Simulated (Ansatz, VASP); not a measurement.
Given: the input of a run of VASP 6.6.1 on Sb.

Contents of POSCAR:

```
Sb
1.0
    3.3545324186      0.0000000000      0.0000000000
   -1.6772662093      2.9051102923      0.0000000000
    0.0000000000      0.0000000000      5.4701606500
Sb
2
Direct
    0.6666666667      0.3333333333      0.7500000000
    0.3333333333      0.6666666667      0.2500000000
```

INCAR.step1

```
SYSTEM = Sb
PREC = Accurate
ENCUT = 520
EDIFF = 1E-5
ISMEAR = -1
SIGMA = 0.05
LREAL = .False.
LASPH = .True.
NELM = 80
ALGO = Normal
ISIF = 2
LWAVE = .True.
NBANDS = 12
GGA = PE
```

File INCAR.step2:

```
SYSTEM = Sb
PREC = Accurate
ENCUT = 520
EDIFF = 1E-7
ISMEAR = -1
SIGMA = 0.05
LREAL = .False.
LASPH = .True.
NELM = 80
ALGO = Normal
ISIF = 2
LWAVE = .False.
LCHARG = .True.
GGA = PE
LHFCALC = .True.
AEXX = 0.25
HFSCREEN = 0.2
PRECFOCK = Normal
LELF = .True.
LVHAR = .True.
NBANDS = 12
ISTART = 1
```

The input KPOINTS:

```
regular mesh
0
Gamma
  5 5 3
  0 0 0
```

Potentials or basis: VASP PAW PBE potentials, release 64 (Sb).

Run with:

```bash
$ cat potpaw_PBE.64/Sb/POTCAR > POTCAR
$ cp INCAR.step1 INCAR
$ mpirun -np 1 vasp_std > vasp.out
$ cp INCAR.step2 INCAR
$ mpirun -np 1 vasp_std > vasp.out
```

Task: Set up the same calculation for Ansatz 0.2.0. Potentials there: Ansatz PAW.

Result: As run (the cutoff follows the program's own potentials):

File input.yaml:

```yaml
crystal:
  lattice:
    - [3.3545324186, 0.0, 0.0]
    - [-1.6772662093, 2.9051102923, 0.0]
    - [0.0, 0.0, 5.47016065]
  atoms:
    - { symbol: Sb, position: [0.6666666667, 0.3333333333, 0.75] }
    - { symbol: Sb, position: [0.3333333333, 0.6666666667, 0.25] }
hamiltonian:
  xc: { exchange: pbe, correlation: pbe, exx: { coeff: 0.25, omega: 0.2 } }
  pseudopotentials: { kind: paw }
kpoints:
  mp_grid: { grid: [5, 5, 3] }
scf:
  occupations: { method: fermi_dirac, width: 0.05 }
output:
  forces: true
  stress: true
  eigenvalues: true
```

Potentials or basis: Ansatz PAW.

Launch:

```sh
$ ansatz run input.yaml --threads 2 --pin off --max-ram 5632MiB --backend cpu --events-out ev --progress --plain --runs-dir out
```

Both were run:

|  | VASP | Ansatz | Ansatz less VASP |
| --- | --- | --- | --- |
| gap on the k mesh at the Fermi level (eV) | none | none | - |
| pressure (GPa) | -3.0 | -1.8 | +1.11 |
| traceless stress, the component that is largest in VASP (GPa) | 3.66 | 3.72 | +0.067 |

VASP's potentials were made for PBE, not for PBE-based screened hybrid. A gap of «none» marks a metal or a gap that the smearing closes. The functional is the same, so the differences come from potentials, cutoffs and numerics. VASP's potentials hold 10 valence electrons a cell and Ansatz's 30, so a difference there can come from the potentials and not from the codes.

The k mesh is coarse, so the values compare programs but aren't converged. Spin-orbit coupling is off throughout.
